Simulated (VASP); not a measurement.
Write the native input for VASP 6.6.1 that does the following.

* Task: single point
* Functional: r2SCAN
* Potentials or basis: VASP PAW PBE potentials, release 64 (In_d, Y_sv, N)
* Cutoff: 520 eV
* k mesh: 6 × 6 × 2
* Occupations: gaussian, width 0.01 eV
* Spin: no spin polarisation
* Dipole correction: no
* Further INCAR settings: ALGO = Normal; EDIFF = 1e-06; NBANDS = 45

The system is YIn3N4.

```
In Y N
1.0
     3.61713    0.00000    0.00000
    -1.80856    3.13253    0.00000
     0.00000    0.00000   11.46001
In Y N
3 1 4
Cartesian
  0.0000 2.0884 0.0416
  0.0000 2.0884 5.6582
  1.8086 1.0442 2.8483
  1.8086 1.0442 8.5317
  0.0000 2.0884 2.2171
  0.0000 2.0884 7.8215
  1.8086 1.0442 5.0268
  1.8086 1.0442 10.8298
```

The input as run:

POSCAR

```
YIn3N4
1.0
    3.6171292560      0.0000000000      0.0000000000
   -1.8085646280      3.1325258244      0.0000000000
    0.0000000000      0.0000000000     11.4600051979
In Y N
3 1 4
Direct
    0.3333333333      0.6666666667      0.0036310878
    0.3333333333      0.6666666667      0.4937375153
    0.6666666667      0.3333333333      0.2485443769
    0.6666666667      0.3333333333      0.7444722951
    0.3333333333      0.6666666667      0.1934604136
    0.3333333333      0.6666666667      0.6825012047
    0.6666666667      0.3333333333      0.4386406405
    0.6666666667      0.3333333333      0.9450124660
```

INCAR.step1

```
SYSTEM = YIn3N4
PREC = Accurate ; ENCUT = 520
ISMEAR = 0 ; SIGMA = 0.01
LREAL = .False. ; LASPH = .True.
NELM = 80 ; NBANDS = 45
GGA = PE ; ALGO = Normal
EDIFF = 1E-4 ; LWAVE = .True.
LCHARG = .False.
```

INCAR.step2

```
SYSTEM = YIn3N4
PREC = Accurate ; ENCUT = 520
EDIFF = 1E-6 ; ISMEAR = 0
SIGMA = 0.01 ; LREAL = .False.
LASPH = .True. ; NELM = 80
ALGO = Normal ; ISIF = 2
LWAVE = .False. ; LCHARG = .False.
METAGGA = R2SCAN ; LMIXTAU = .True.
NBANDS = 45 ; ISTART = 1
```

KPOINTS

```
Automatic mesh
0
Gamma
  6 6 2
  0 0 0
```

Potentials or basis: VASP PAW PBE potentials, release 64 (In_d, Y_sv, N).

Launch:

```bash
$ cat potpaw_PBE.64/In_d/POTCAR potpaw_PBE.64/Y_sv/POTCAR potpaw_PBE.64/N/POTCAR > POTCAR
$ cp INCAR.step1 INCAR
$ mpirun -np 1 vasp_std > vasp.out
$ cp INCAR.step2 INCAR
$ mpirun -np 1 vasp_std > vasp.out
```

Results of the run:

```
Pressure               : 0.3 GPa
Largest force          : 0.036 eV/Å
Band gap on the k mesh : 0.69 eV (least direct gap 0.70 eV)
```

Caveat: the PAW data sets were made with another functional, which shifts forces and pressure a little; spin-orbit coupling is left out, which moves the levels of the heavy elements.

Wall time 3.3 min on 1 thread of Intel(R) Xeon(R) 6975P-C (Granite Rapids), on a shared host, peak memory 0.32 GiB.
